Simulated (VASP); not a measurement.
# Al2O3 (Corundum) (R-3c) in VASP: settings compared, part 2 of 2

VASP 6.6.1.

## (5) Single point, revPBE

This run uses another cell than the first one, of 8.33 Å³/atom, 0.980 times its volume.

The input, INCAR:

```
PREC = Accurate
ENCUT = 520
EDIFF = 1E-7
ISMEAR = -1
SIGMA = 0.05
LREAL = False
LASPH = True
NELM = 80
ALGO = Normal
ISIF = 2
LWAVE = False
LCHARG = False
GGA = RE
NBANDS = 35
```

The input, KPOINTS:

```
Automatic mesh
0
Gamma
  7 7 7
```

The input, POSCAR:

```
Al2O3
1.0
    2.3642746864      1.3650146266      4.3027928600
   -2.3642746864      1.3650146266      4.3027928600
    0.0000000000     -2.7300292533      4.3027928600
Al O
4 6
Direct
    0.8521600000      0.8521600000      0.8521600000
    0.6478400000      0.6478400000      0.6478400000
    0.1478400000      0.1478400000      0.1478400000
    0.3521600000      0.3521600000      0.3521600000
    0.0566800000      0.7500000000      0.4433200000
    0.7500000000      0.4433200000      0.0566800000
    0.4433200000      0.0566800000      0.7500000000
    0.9433200000      0.2500000000      0.5566800000
    0.2500000000      0.5566800000      0.9433200000
    0.5566800000      0.9433200000      0.2500000000
```

Potentials or basis: VASP PAW PBE potentials, release 64 (Al, O).

Launch:

```console
$ cat potpaw_PBE.64/Al/POTCAR potpaw_PBE.64/O/POTCAR > POTCAR
$ mpirun -np 1 vasp_std > vasp.out
```

OUTCAR:

```text
PREC = Accurate
   ENCUT = 520
   EDIFF = 1E-7
   ISMEAR = -1
   LREAL = False
   LASPH = True
   NELM = 80
   ISIF = 2
   GGA = RE

 ion  position               nearest neighbor table
   1  0.852  0.852  0.852-   8 1.84   9 1.84  10 1.84   6 1.96   7 1.96   5 1.96   2 2.64   3 2.77
                             3 2.77   3 2.77   2 3.20   2 3.20   2 3.20
   2  0.648  0.648  0.648-   9 1.84   8 1.84  10 1.84   5 1.96   7 1.96   6 1.96   1 2.64   4 2.77
                             4 2.77   4 2.77   1 3.20   1 3.20   1 3.20
   3  0.148  0.148  0.148-   5 1.84   6 1.84   7 1.84   9 1.96  10 1.96   8 1.96   4 2.64   1 2.77
                             1 2.77   1 2.77   4 3.20   4 3.20   4 3.20
   4  0.352  0.352  0.352-   6 1.84   5 1.84   7 1.84   8 1.96  10 1.96   9 1.96   3 2.64   2 2.77
                             2 2.77   2 2.77   3 3.20   3 3.20   3 3.20
   5  0.057  0.750  0.443-   3 1.84   4 1.84   2 1.96   1 1.96
   6  0.750  0.443  0.057-   4 1.84   3 1.84   1 1.96   2 1.96
   7  0.443  0.057  0.750-   3 1.84   4 1.84   1 1.96   2 1.96
   8  0.943  0.250  0.557-   1 1.84   2 1.84   4 1.96   3 1.96
   9  0.250  0.557  0.943-   2 1.84   1 1.84   3 1.96   4 1.96
  10  0.557  0.943  0.250-   1 1.84   2 1.84   3 1.96   4 1.96

  LATTYP: Found a trigonal (rhomboedric) cell.
 ALAT       =     5.0957910200
 COS(alpha) =     0.5694707703

  Lattice vectors:

 A1 = (   2.3642746864,   1.3650146266,   4.3027928600)
 A2 = (  -2.3642746864,   1.3650146266,   4.3027928600)
 A3 = (   0.0000000000,  -2.7300292533,   4.3027928600)

Analysis of symmetry for initial positions (statically):
=====================================================================
 Subroutine PRICEL returns:
 Original cell was already a primitive cell.

 Routine SETGRP: Setting up the symmetry group for a
 trigonal (rhombohedral) supercell.

 Subroutine GETGRP returns: Found 12 space group operations
 (whereof  6 operations were pure point group operations)
 out of a pool of 12 trial point group operations.

The static configuration has the point symmetry S_6 .
 The point group associated with its full space group is D_3d.

Analysis of symmetry for dynamics (positions and initial velocities):
[... 161 lines left out ...]
  volume of cell :       83.32
 maximum number of plane-waves:      2267
 NGX is ok and might be reduce to    40
   NGX = 19   NGY = 19   NGZ = 19

 number of electron      48.0000010 magnetization

 Free energy of the ion-electron system (eV)
  ---------------------------------------------------
  ext. energy  EPLUGINS =         0.00000000
  ---------------------------------------------------
  free energy    TOTEN  =       -71.26311964 eV

  energy without entropy =      -71.26311964  energy(sigma->0) =      -71.26311964

 E-fermi :   7.6196     XC(G=0): -11.6474

 val. band max:        6.4793910074   @ k =   0.0000   0.0000   0.0000
 cond. band min:      13.0268205787   @ k =   0.0000   0.0000   0.0000
 fundamental gap:      6.5474295713
 Fermi energy:         7.6195670404

 k-point     1 :       0.0000    0.0000    0.0000
  band No.  band energies     occupation
      1     -12.9717      2.00000
      2     -10.5827      2.00000
      3     -10.2964      2.00000
      4     -10.2964      2.00000
      5      -9.9769      2.00000
      6      -9.9769      2.00000
[... 901 lines left out ...]
     34      20.3412      0.00000
     35      20.6062      0.00000

 [... further k-points ...]

------------------------ aborting loop because EDIFF is reached ----------------------------------------

  FORCE on cell =-STRESS in cart. coord.  units (eV):
  Direction    XX          YY          ZZ          XY          YZ          ZX
  --------------------------------------------------------------------------------------
  -------------------------------------------------------------------------------------
  Total        8.6923309      8.6923309      8.1179047      0.0000000     -0.0000000      0.0000000
  in kB      167.1513559    167.1513559    156.1052842      0.0000000     -0.0000000      0.0000000
  external PRESSURE =     163.4693320 kB  Pullay stress =       0.0000000 kB

 VOLUME and BASIS-vectors are now :
 -----------------------------------------------------------------------------
  energy-cutoff  :      520.00
  volume of cell :       83.32
      direct lattice vectors                 reciprocal lattice vectors
     2.364274686  1.365014627  4.302792860     0.211481349  0.122098814  0.077469064
    -2.364274686  1.365014627  4.302792860    -0.211481349  0.122098814  0.077469064
     0.000000000 -2.730029253  4.302792860     0.000000000 -0.244197628  0.077469064

 POSITION                                       TOTAL-FORCE (eV/Angst)
 -----------------------------------------------------------------------------------
      0.00000     -0.00000     11.00000         0.000000      0.000000     -0.044850
      0.00000     -0.00000      8.36256         0.000000     -0.000000      0.044850
      0.00000     -0.00000      1.90837         0.000000     -0.000000      0.044850
      0.00000     -0.00000      4.54581         0.000000      0.000000     -0.044850
     -1.63920     -0.10915      5.37849         0.009220      0.015970     -0.000000
      0.72508      1.47416      5.37849         0.009220     -0.015970     -0.000000
      0.91412     -1.36501      5.37849        -0.018440     -0.000000     -0.000000
      1.63920      0.10915      7.52989        -0.009220     -0.015970     -0.000000
     -0.72508     -1.47416      7.52989        -0.009220      0.015970     -0.000000
     -0.91412      1.36501      7.52989         0.018440     -0.000000     -0.000000
 -----------------------------------------------------------------------------------
    total drift:                               -0.000000      0.000000     -0.000000

  FREE ENERGIE OF THE ION-ELECTRON SYSTEM (eV)
  ---------------------------------------------------
  free  energy   TOTEN  =       -71.2631196361 eV

  energy  without entropy=      -71.2631196361  energy(sigma->0) =      -71.26311964
```

OSZICAR:

```text
N       E                     dE             d eps       ncg     rms          rms(c)
DAV:   1     0.226732093511E+03    0.22673E+03   -0.25365E+04  3080   0.131E+03
DAV:   2    -0.671718520990E+02   -0.29390E+03   -0.28476E+03  3927   0.288E+02
DAV:   3    -0.791445151353E+02   -0.11973E+02   -0.11935E+02  4010   0.591E+01
DAV:   4    -0.792329922428E+02   -0.88477E-01   -0.88431E-01  3840   0.587E+00
DAV:   5    -0.792340495008E+02   -0.10573E-02   -0.10571E-02  3921   0.638E-01    0.180E+01
DAV:   6    -0.711301891162E+02    0.81039E+01   -0.27557E+01  3723   0.283E+01    0.653E+00
DAV:   7    -0.712014416716E+02   -0.71253E-01   -0.93697E-01  3752   0.481E+00    0.347E+00
DAV:   8    -0.712536588623E+02   -0.52217E-01   -0.92823E-02  3604   0.234E+00    0.702E-01
DAV:   9    -0.712620917797E+02   -0.84329E-02   -0.27092E-02  3944   0.925E-01    0.365E-01
DAV:  10    -0.712631870760E+02   -0.10953E-02   -0.13227E-03  3437   0.214E-01    0.864E-02
DAV:  11    -0.712631141278E+02    0.72948E-04   -0.66422E-04  3880   0.145E-01    0.253E-02
DAV:  12    -0.712631196267E+02   -0.54990E-05   -0.47239E-05  3434   0.402E-02    0.677E-03
DAV:  13    -0.712631196702E+02   -0.43495E-07   -0.45614E-06  4016   0.118E-02    0.250E-03
DAV:  14    -0.712631196361E+02    0.34095E-07   -0.47317E-07  3381   0.395E-03
   1 F= -.71263120E+02 E0= -.71263120E+02  d E =-.151031E-10
```

stdout:

```text
POSCAR found type information on POSCAR AlO
 POSCAR found :  2 types and      10 ions
 scaLAPACK will be used
 -----------------------------------------------------------------------------
|                                                                             |
|                                                                             |
|     You enforced a specific xc type in the INCAR file but a different       |
|     I HOPE YOU KNOW WHAT YOU ARE DOING!                                     |
|                                                                             |
 -----------------------------------------------------------------------------

 LDA part: xc-table for (Slater+PW92), standard interpolation
 POSCAR, INCAR and KPOINTS ok, starting setup
 FFT: planning ... GRIDC
 FFT: planning ... GRID_SOFT
 FFT: planning ... GRID
 WAVECAR not read
 entering main loop
```

Wall time 1.8 min (1 thread of Intel Xeon 6975P-C (Granite Rapids), shared host); peak memory 0.26 GiB.

What came out:

* Free energy: -71.2631 eV
* Pressure: 16.3 GPa
* Largest force: 0.045 eV/Å
* Band gap on the k mesh: 6.55 eV, direct

Forces in eV/Å, atoms in the order of the input:
```
Al   0.000  0.000 -0.045
Al   0.000  0.000  0.045
Al   0.000  0.000  0.045
Al   0.000  0.000 -0.045
O    0.009  0.016  0.000
O    0.009 -0.016  0.000
O   -0.018  0.000  0.000
O   -0.009 -0.016  0.000
O   -0.009  0.016  0.000
O    0.018  0.000  0.000
```

Stress tensor (GPa, compression positive):
```
16.72  0.00  0.00
 0.00 16.72  0.00
 0.00  0.00 15.61
```

Caveat: the PAW data sets were made with another functional, which shifts forces and pressure a little. Expect the measured gap to be larger: semilocal functionals such as revPBE lack the derivative discontinuity.

## (6) Single point, revPBE

The input, INCAR:

```
  ALGO = Normal
  EDIFF = 1E-6
  ENCUT = 520
  GGA = RE
  ISIF = 2
  ISMEAR = -1
  LASPH = True
  LCHARG = False
  LREAL = False
  LWAVE = False
  NBANDS = 35
  NELM = 60
  PREC = Accurate
  SIGMA = 0.05
```

The input, KPOINTS:

```
k-points
0
Gamma
  7 7 7
```

Edit POSCAR of step 5 so:

```diff
@@ -2,5 +2,5 @@
 1.0
-    2.3642746864      1.3650146266      4.3027928600
-   -2.3642746864      1.3650146266      4.3027928600
-    0.0000000000     -2.7300292533      4.3027928600
+    2.3802500000      1.3742379782      4.3318666667
+   -2.3802500000      1.3742379782      4.3318666667
+    0.0000000000     -2.7484759565      4.3318666667
 Al O
```

Potentials or basis: VASP PAW PBE potentials, release 64 (Al, O).

Launch:

```console
$ cat potpaw_PBE.64/Al/POTCAR potpaw_PBE.64/O/POTCAR > POTCAR
$ mpirun -np 1 vasp_std > vasp.out
```

Wall time 92 s (1 thread of Intel Xeon 6975P-C (Granite Rapids), shared host); peak memory 0.27 GiB.

Results (log left out):

```yaml
Free_energy: -71.4093 eV
Pressure: 10.8 GPa
Largest_force: 0.032 eV/Å
Band_gap_on_the_k_mesh: 6.29 eV, direct
```

Forces in eV/Å, atoms in the order of the input:
```
Al   0.000  0.000 -0.032
Al   0.000  0.000  0.032
Al   0.000  0.000  0.032
Al   0.000  0.000 -0.032
O    0.000 -0.001  0.000
O    0.000  0.001  0.000
O    0.001  0.000  0.000
O    0.000  0.001  0.000
O    0.000 -0.001  0.000
O   -0.001  0.000  0.000
```

Stress tensor (GPa, compression positive):
```
11.00  0.00  0.00
 0.00 11.00  0.00
 0.00  0.00 10.32
```

Levels at points of the mesh, in eV from the valence-band top:
| k point | band 20 | band 21 | band 22 | band 23 | band 24 | band 25 | band 26 | band 27 | band 28 | band 29 |
| --- | --- | --- | --- | --- | --- | --- | --- | --- | --- | --- |
| (0.00, 0.00, 0.00) | -0.50 | -0.50 | -0.05 | -0.05 | 0.00 | 6.29 | 9.22 | 10.86 | 11.59 | 11.59 |

Caveat: the PAW data sets were made with another functional, which shifts forces and pressure a little. A k mesh can miss the band edges.

## (7) Summary

```tsv
level	cell	gap on the mesh (eV)	pressure (GPa)	largest force (eV/Å)
r2SCAN	a = 5.130 Å, angles 55.3°, 10 atoms	7.13	-0.7	0.08
revPBE	a = 5.025 Å, angles 55.3°, 10 atoms	7.09	29.3	0.08
revPBE	a = 5.061 Å, angles 55.3°, 10 atoms	6.81	22.5	0.06
revPBE	a = 5.096 Å, angles 55.3°, 10 atoms	6.55	16.3	0.04
revPBE	a = 5.130 Å, angles 55.3°, 10 atoms	6.29	10.8	0.03
```

Alike in all rows: task single point; potentials or basis VASP PAW PBE potentials, release 64 (Al, O); no spin polarisation; k mesh 7 × 7 × 7; cutoff (eV) 520; smearing fermi-dirac 0.05 eV.

Caveats: the PAW data sets were made with another functional, which shifts forces and pressure a little.

Total energies depend on the potentials used, so only differences within one code and one set of settings carry meaning.

## (8) Against experiment

Step 2. Against the measured gap of Al2O3, 8.7 eV (optical; quoted in “Multi-petahertz electron interference in Cr:Al2O3 solid-state material”, 2018, pmc:5906618), the calculated 7.13 eV is off by -1.57 eV. The value is that of r2SCAN on a finite k mesh, which can miss the band edges, without temperature or zero-point motion.
